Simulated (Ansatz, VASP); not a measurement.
InP: VASP beside Ansatz

Contents of INCAR:

```
  ALGO = Normal
  EDIFF = 1E-7
  ENCUT = 520
  GGA = PE
  ISIF = 2
  ISMEAR = 0
  IVDW = 13
  LASPH = True
  LCHARG = True
  LELF = True
  LREAL = False
  LVHAR = True
  LWAVE = False
  NBANDS = 16
  NELM = 100
  PREC = Accurate
  SIGMA = 0.05
```

The input KPOINTS:

```
k-points
0
Gamma
  8 8 8
```

Contents of POSCAR:

```
InP
1.0
    0.0000000000      2.9844197727      2.9844197727
    2.9844197727      0.0000000000      2.9844197727
    2.9844197727      2.9844197727      0.0000000000
In P
1 1
Direct
    0.0000000000      0.0000000000      0.0000000000
    0.7500000000      0.7500000000      0.7500000000
```

Input for Ansatz:

```yaml
crystal:
  lattice:
    - [0.0, 2.9844197727, 2.9844197727]
    - [2.9844197727, 0.0, 2.9844197727]
    - [2.9844197727, 2.9844197727, 0.0]
  atoms:
    - { symbol: In, position: [0.0, 0.0, 0.0] }
    - { symbol: P, position: [0.75, 0.75, 0.75] }
basis:
  ecutwfc: 420
  ecutrho_ratio: 4
kpoints:
  mp_grid: { grid: [8, 8, 8] }
hamiltonian:
  xc: pbe
  dispersion: d4
scf:
  occupations: { method: gaussian, width: 0.05 }
output:
  forces: true
  stress: true
  eigenvalues: true
```

Alike in both runs: task single point; functional PBE; dispersion D4; k mesh 8 × 8 × 8; occupations gaussian, width 0.05 eV; no spin polarisation.

|  | VASP | Ansatz |
| --- | --- | --- |
| version | VASP 6.6.1 | Ansatz 0.2.0 |
| potentials or method | VASP PAW PBE potentials, release 64 (In_d, P), cutoff 520 eV | scalar-relativistic, plane waves, PAW |
| valence electrons in the cell | 18 | 18 |

Ansatz gave:

| Property | Result |
| --- | --- |
| gap on the k mesh at the Fermi level (eV) | 0.42 |
| least direct gap on the mesh (eV) | 0.42 |
| pressure (GPa) | -2.3 |

**Question.** What did VASP give for the same quantities?

**Answer.** gap on the k mesh at the Fermi level (eV): 0.41; least direct gap on the mesh (eV): 0.41; pressure (GPa): -2.4.
